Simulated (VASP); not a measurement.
# TiB (Pnma) in VASP: relaxation of shape and atoms at fixed volume with PBEsol

Aim: the relaxation of shape and atoms at fixed volume of TiB with PBEsol.

Everything below comes from runs of VASP 6.6.1. Logs are shortened: lines on timing, memory, paths and dates and some standing lists are left out, and cuts for length are marked.

## 1. The cell of the first run

Symmetry: Pnma, No. 62, orthorhombic system. Conventional cell: a = 5.933 Å, b = 2.974 Å, c = 4.432 Å, α = 90.00°, β = 90.00°, γ = 90.00°. Ti (site symmetry m) has 7 B at 2.29 to 2.46 Å and 8 Ti at 2.79 to 2.97 Å within 3.0 Å. Within 2.5 Å of B (site symmetry m) lie 2 B at 1.77 Å and 7 Ti at 2.29 to 2.46 Å.

## 2. Relaxation of shape and atoms at fixed volume, PBEsol (9.77 Å³/atom)

The input, INCAR:

```
SYSTEM = TiB
  PREC = Accurate
  ENCUT = 600
  EDIFF = 1E-7
  ISMEAR = 0
  SIGMA = 0.1
  LREAL = .FALSE.
  LASPH = .TRUE.
  NELM = 100
  ALGO = Normal
  ISIF = 4
  LWAVE = .FALSE.
  LCHARG = .FALSE.
  GGA = PS
  IBRION = 2
  NSW = 50
  EDIFFG = -0.01
```

The input, KPOINTS:

```
regular mesh
0
G
  6 12 8
  0 0 0
```

The input, POSCAR:

```
TiB
1.0
    5.9331215045      0.0000000000      0.0000000000
    0.0000000000      2.9738449652      0.0000000000
    0.0000000000      0.0000000000      4.4315967154
Ti B
4 4
Direct
    0.1770666394      0.2500000000      0.1212749086
    0.8229333606      0.7500000000      0.8787250914
    0.3229333606      0.7500000000      0.6212749086
    0.6770666394      0.2500000000      0.3787250914
    0.0305059448      0.2500000000      0.6010551768
    0.9694940552      0.7500000000      0.3989448232
    0.4694940552      0.7500000000      0.1010551768
    0.5305059448      0.2500000000      0.8989448232
```

Potentials or basis: VASP PAW PBE potentials, release 64 (Ti_sv, B).

On the command line:

```sh
$ cat potpaw_PBE.64/Ti_sv/POTCAR potpaw_PBE.64/B/POTCAR > POTCAR
$ mpirun -np 1 vasp_std > vasp.out
```

OUTCAR:

```text
SYSTEM = TiB
   PREC = Accurate
   ENCUT = 600
   EDIFF = 1E-7
   ISMEAR = 0
   LREAL = .FALSE.
   LASPH = .TRUE.
   NELM = 100
   ISIF = 4
   GGA = PS
   IBRION = 2
   NSW = 50
   EDIFFG = -0.01

 ion  position               nearest neighbor table
   1  0.177  0.250  0.121-   7 2.29   7 2.29   6 2.29   6 2.29   5 2.30   8 2.32   5 2.46   2 2.79
                             2 2.79   3 2.81   3 2.81   3 2.81   3 2.81
   2  0.823  0.750  0.879-   8 2.29   8 2.29   5 2.29   5 2.29   6 2.30   7 2.32   6 2.46   1 2.79
                             1 2.79   4 2.81   4 2.81   4 2.81   4 2.81
   3  0.323  0.750  0.621-   5 2.29   5 2.29   8 2.29   8 2.29   7 2.30   6 2.32   7 2.46   4 2.79
                             4 2.79   1 2.81   1 2.81   1 2.81   1 2.81
   4  0.677  0.250  0.379-   6 2.29   6 2.29   7 2.29   7 2.29   8 2.30   5 2.32   8 2.46   3 2.79
                             3 2.79   2 2.81   2 2.81   2 2.81   2 2.81
   5  0.031  0.250  0.601-   6 1.77   6 1.77   3 2.29   3 2.29   2 2.29   2 2.29   1 2.30   4 2.32
                             1 2.46
   6  0.969  0.750  0.399-   5 1.77   5 1.77   4 2.29   4 2.29   1 2.29   1 2.29   2 2.30   3 2.32
                             2 2.46
   7  0.469  0.750  0.101-   8 1.77   8 1.77   1 2.29   1 2.29   4 2.29   4 2.29   3 2.30   2 2.32
                             3 2.46
   8  0.531  0.250  0.899-   7 1.77   7 1.77   2 2.29   2 2.29   3 2.29   3 2.29   4 2.30   1 2.32
                             4 2.46

  LATTYP: Found a simple orthorhombic cell.
 ALAT       =     2.9738449652
 B/A-ratio  =     1.4901909034
 C/A-ratio  =     1.9951011482

  Lattice vectors:

 A1 = (   0.0000000000,   2.9738449652,   0.0000000000)
 A2 = (   0.0000000000,   0.0000000000,   4.4315967154)
 A3 = (   5.9331215045,   0.0000000000,   0.0000000000)

Analysis of symmetry for initial positions (statically):
=====================================================================
 Subroutine PRICEL returns:
 Original cell was already a primitive cell.

 Routine SETGRP: Setting up the symmetry group for a
 simple orthorhombic supercell.

 Subroutine GETGRP returns: Found  8 space group operations
 (whereof  2 operations were pure point group operations)
 out of a pool of  8 trial point group operations.

The static configuration has the point symmetry S_2 .
 The point group associated with its full space group is D_2h.

Analysis of symmetry for dynamics (positions and initial velocities):
=====================================================================
 Subroutine PRICEL returns:
 Original cell was already a primitive cell.

 Routine SETGRP: Setting up the symmetry group for a
 simple orthorhombic supercell.

 Subroutine GETGRP returns: Found  8 space group operations
 (whereof  2 operations were pure point group operations)
 out of a pool of  8 trial point group operations.

The dynamic configuration has the point symmetry S_2 .
 The point group associated with its full space group is D_2h.

 Subroutine INISYM returns: Found  8 space group operations
 (whereof  2 operations are pure point group operations),
 and found     1 'primitive' translations

----------------------------------------------------------------------------------------

                                     Primitive cell

  volume of cell :      78.1919

  direct lattice vectors                    reciprocal lattice vectors
     5.933121504  0.000000000  0.000000000     0.168545343  0.000000000  0.000000000
     0.000000000  2.973844965  0.000000000     0.000000000  0.336265008  0.000000000
     0.000000000  0.000000000  4.431596715     0.000000000  0.000000000  0.225652302

  length of vectors
     5.933121504  2.973844965  4.431596715     0.168545343  0.336265008  0.225652302

  position of ions in fractional coordinates (direct lattice)
     0.177066639  0.250000000  0.121274909
     0.822933361  0.750000000  0.878725091
     0.322933361  0.750000000  0.621274909
     0.677066639  0.250000000  0.378725091
     0.030505945  0.250000000  0.601055177
     0.969494055  0.750000000  0.398944823
     0.469494055  0.750000000  0.101055177
     0.530505945  0.250000000  0.898944823

  ion indices of the primitive-cell ions
   primitive index   ion index
                 1           1
                 2           2
                 3           3
                 4           4
                 5           5
                 6           6
                 7           7
                 8           8

----------------------------------------------------------------------------------------

 KPOINTS: regular mesh

Automatic generation of k-mesh.
 Grid dimensions read from file:
 generate k-points for:    6   12    8

 Generating k-lattice:

  Cartesian coordinates                     Fractional coordinates (reciprocal lattice)
     0.028090891  0.000000000  0.000000000     0.166666667  0.000000000  0.000000000
     0.000000000  0.028022084  0.000000000     0.000000000  0.083333333  0.000000000
     0.000000000  0.000000000  0.028206538     0.000000000  0.000000000  0.125000000

  Length of vectors
     0.028090891  0.028022084  0.028206538

  Shift w.r.t. Gamma in fractional coordinates (k-lattice)
     0.000000000  0.000000000  0.000000000

 Subroutine IBZKPT returns following result:
 ===========================================

 Found    140 irreducible k-points:

 Following reciprocal coordinates:
            Coordinates               Weight
  0.000000  0.000000  0.000000      1.000000
  0.166667  0.000000  0.000000      2.000000
  0.333333  0.000000  0.000000      2.000000
  0.500000  0.000000  0.000000      1.000000
  0.000000  0.083333  0.000000      2.000000
  0.166667  0.083333  0.000000      4.000000
[... 16 lines left out ...]
  0.333333  0.416667  0.000000      4.000000
  0.500000  0.416667  0.000000      2.000000
 [... further k-points ...]
   k-points           NKPTS =    140   k-points in BZ     NKDIM =    140   number of bands    NBANDS=     36
   number of dos      NEDOS =    301   number of ions     NIONS =      8
   total plane-waves  NPLWV =  41472
   dimension x,y,z NGX =    48 NGY =   24 NGZ =   36
   dimension x,y,z NGXF=    96 NGYF=   48 NGZF=   72
   ions per type =               4   4
   NGX,Y,Z   is equivalent  to a cutoff of  13.45, 13.42, 13.50 a.u.
   NGXF,Y,Z  is equivalent  to a cutoff of  26.90, 26.83, 27.01 a.u.
 SYSTEM =  TiB
   PREC   = accura    normal or accurate (medium, high low for compatibility)
   ISTART =      0    job   : 0-new  1-cont  2-samecut
   ICHARG =      2    charge: 1-file 2-atom 10-const
   ISPIN  =      1    spin polarized calculation?
   LNONCOLLINEAR =      F non collinear calculations
   LSORBIT =      F    spin-orbit coupling
   LASPH  =      T    aspherical Exc in radial PAW
   ENCUT  =  600.0 eV  44.10 Ry    6.64 a.u.  11.85  5.94  8.85*2*pi/ulx,y,z
   NELM   =    100;   NELMIN=  2; NELMDL= -5     # of ELM steps
   EDIFF  = 0.1E-06   stopping-criterion for ELM
   LREAL  =      F    real-space projection
   EDIFFG = -.1E-01   stopping-criterion for IOM
   NSW    =     50    number of steps for IOM
   IBRION =      2    ionic relax: 0-MD 1-quasi-New 2-CG
   NFREE  =      1    steps in history (QN), initial steepest desc. (CG)
   ISIF   =      4    stress and relaxation
   ISYM   =      2    0-nonsym 1-usesym 2-fastsym
   POTIM  = 0.5000    time-step for ionic-motion
   TEBEG  =    0.0;   TEEND  =   0.0 temperature during run
   PSTRESS=    0.0 pullay stress
   NELECT =      60.0000    total number of electrons
   NUPDOWN=      -1.0000    fix difference up-down
   EMIN   =  10.00;   EMAX   =-10.00  energy-range for DOS
   EFERMI =   0.00;   METHOD = LEGACY
   ISMEAR =     0;   SIGMA  =   0.10  broadening in eV -4-tet -1-fermi 0-gaus
   EFERMI_NEDOS =   21; number of points for ismear=-14 and -15
   IALGO  =     38    algorithm
   IMIX   =      4    mixing-type and parameters
     AMIX     =   0.40;   BMIX     =  1.00
     AMIX_MAG =   1.60;   BMIX_MAG =  1.00
  volume/ion in A,a.u.               =       9.77        65.96
  Fermi-wavevector in a.u.,A,eV,Ry     =   1.498780  2.832284 30.563344  2.246342
  Thomas-Fermi vector in A             =   2.610495
   LORBIT       =      0    0 simple, 1 ext, 2 COOP (PROOUT), +10 PAW based schemes
   GGA     = PS    functional components
   LHFCALC =     F    Hartree Fock is set to
   AEXX    =    0.0000 exact exchange contribution
   IVDW    =     0    specifies the selected vdW correction
   LEPSILON=     F    determine dielectric tensor
   LRPA    =     F    only Hartree local field effects (RPA)
 conjugate gradient relaxation of ions
 non-spin polarized calculation
 Gauss-broadening in eV      SIGMA  =   0.10
  energy-cutoff  :      600.00
  volume of cell :       78.19
 maximum number of plane-waves:      2632
 NGX is ok and might be reduce to    48
   NGX = 23   NGY = 11   NGZ = 17

--------------------------------------- Ionic step        1  -------------------------------------------

 number of electron      59.9999983 magnetization

 Free energy of the ion-electron system (eV)
  ---------------------------------------------------
  ext. energy  EPLUGINS =         0.00000000
  ---------------------------------------------------
  free energy    TOTEN  =       -68.39154795 eV

  energy without entropy =      -68.37315273  energy(sigma->0) =      -68.38235034

------------------------ aborting loop because EDIFF is reached ----------------------------------------

  FORCE on cell =-STRESS in cart. coord.  units (eV):
  Direction    XX          YY          ZZ          XY          YZ          ZX
  --------------------------------------------------------------------------------------
  -------------------------------------------------------------------------------------
  Total        7.5107584      7.7025815      7.5004588      0.0000000      0.0000000      0.0000000
  in kB      153.8978578    157.8283753    153.6868168      0.0000000      0.0000000      0.0000000
  external PRESSURE =     155.1376833 kB  Pullay stress =       0.0000000 kB
[... 111 lines left out ...]
  energy  without entropy=      -68.3747086439  energy(sigma->0) =      -68.38391395

--------------------------------------- Ionic step        4  -------------------------------------------

 number of electron      59.9999986 magnetization

 Free energy of the ion-electron system (eV)
  ---------------------------------------------------
  ext. energy  EPLUGINS =         0.00000000
  ---------------------------------------------------
  free energy    TOTEN  =       -68.39317665 eV

  energy without entropy =      -68.37475502  energy(sigma->0) =      -68.38396583

 E-fermi :   9.4770     XC(G=0): -12.9085

 val. band max:        9.4667840620   @ k =   0.1667   0.1667   0.0000
 cond. band min:       9.4785768586   @ k =   0.0000   0.0000   0.2500
 fundamental gap:      0.0117927966
 Fermi energy:         9.4769652385

 k-point     1 :       0.0000    0.0000    0.0000
  band No.  band energies     occupation
      1     -46.3284      2.00000
      2     -46.2418      2.00000
      3     -46.1800      2.00000
      4     -46.1258      2.00000
      5     -22.9821      2.00000
      6     -22.9729      2.00000
[... 925 lines left out ...]
     35      13.2019      0.00000
     36      13.2019      0.00000

 [... further k-points ...]

------------------------ aborting loop because EDIFF is reached ----------------------------------------

  FORCE on cell =-STRESS in cart. coord.  units (eV):
  Direction    XX          YY          ZZ          XY          YZ          ZX
  --------------------------------------------------------------------------------------
  -------------------------------------------------------------------------------------
  Total        7.4825847      7.4691732      7.4825489      0.0000000      0.0000000      0.0000000
  in kB      153.3205695    153.0457652    153.3198365      0.0000000      0.0000000      0.0000000
  external PRESSURE =     153.2287237 kB  Pullay stress =       0.0000000 kB
[... 23 lines left out ...]
  FREE ENERGIE OF THE ION-ELECTRON SYSTEM (eV)
  ---------------------------------------------------
  free  energy   TOTEN  =       -68.3931766511 eV

  energy  without entropy=      -68.3747550186  energy(sigma->0) =      -68.38396583

 reached required accuracy - stopping structural energy minimisation
```

Run time: 12 min. Hardware: 1 thread of AMD EPYC 9R45 (Zen 5), shared host; peak memory 0.44 GiB.

What came out:

```yaml
Free_energy: -68.3932 eV
Energy_gained_by_relaxing: 0.2 meV/atom
Ionic_steps: 4
Pressure_after_relaxing: 15.3 GPa
Largest_force_after_relaxing: 0.004 eV/Å
Band_gap_on_the_k_mesh: zero (bands 30 and 31 overlap by 1.83 eV)
```

Forces in eV/Å, atoms in the order of the input:
```
Ti   0.002  0.000 -0.004
Ti  -0.002  0.000  0.004
Ti  -0.002  0.000 -0.004
Ti   0.002  0.000  0.004
B    0.001  0.000 -0.001
B   -0.001  0.000  0.001
B   -0.001  0.000 -0.001
B    0.001  0.000  0.001
```

Step by step:
```tsv
step	energy change (eV)	largest force (eV/Å)	pressure (GPa)	volume (Å³)
1	0.0000	0.0926	15.51	78.19
2	-0.0016	0.0147	15.33	78.19
3	-0.0016	0.0146	15.33	78.19
4	-0.0016	0.0045	15.32	78.19
```

Final structure:
```yaml
crystal:
  lattice:
    - [5.93305, 0.00000, 0.00000]
    - [0.00000, 2.97607, 0.00000]
    - [0.00000, 0.00000, 4.42833]
  atoms:
    - { symbol: Ti, position: [0.17668, 0.25000, 0.12047] }
    - { symbol: Ti, position: [0.82332, 0.75000, 0.87953] }
    - { symbol: Ti, position: [0.32332, 0.75000, 0.62047] }
    - { symbol: Ti, position: [0.67668, 0.25000, 0.37953] }
    - { symbol: B, position: [0.03086, 0.25000, 0.60201] }
    - { symbol: B, position: [0.96914, 0.75000, 0.39799] }
    - { symbol: B, position: [0.46914, 0.75000, 0.10201] }
    - { symbol: B, position: [0.53086, 0.25000, 0.89799] }
```

Caveat: the PAW data sets were made with another functional, which shifts forces and pressure a little.
